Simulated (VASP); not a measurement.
Cu: single point with BLYP+D4

The system is Cu.

```
CELL_PARAMETERS angstrom
0.00000 1.77060 1.77060
1.77060 0.00000 1.77060
1.77060 1.77060 0.00000
ATOMIC_POSITIONS crystal
Cu 0.00000 0.00000 0.00000
```

```yaml
Program: VASP 6.6.1
Task: single point
Functional: BLYP
Dispersion: D4
Potentials_or_basis: VASP PAW PBE potentials, release 64 (Cu_sv_GW)
Cutoff: 820 eV
k_mesh: 13 × 13 × 13
Occupations: fermi-dirac, width 0.05 eV
Spin: no spin polarisation
```

The pressure is 3.4 GPa. The band gap on the k mesh is zero (an odd number of electrons rules out a gap without spin polarisation). The dispersion energy per atom is -1.161 eV.

Levels at points of the mesh, in eV from the Fermi level:
```tsv
k point	band 7	band 8	band 9	band 10	band 11	band 12	band 13	band 14
(0.00, 0.00, 0.00)	-3.53	-3.53	-2.63	-2.63	23.21	25.97	25.97	25.97
```

Run time: 31 s on 1 thread of AMD EPYC 7R13 Processor (Zen 3), with other jobs on the host, peak memory 0.14 GiB.

Caveat: the cell stands under pressure; the dispersion term is far too large for a dense solid, which distorts pressure and volume; the PAW data sets were made with another functional, which shifts forces and pressure a little.
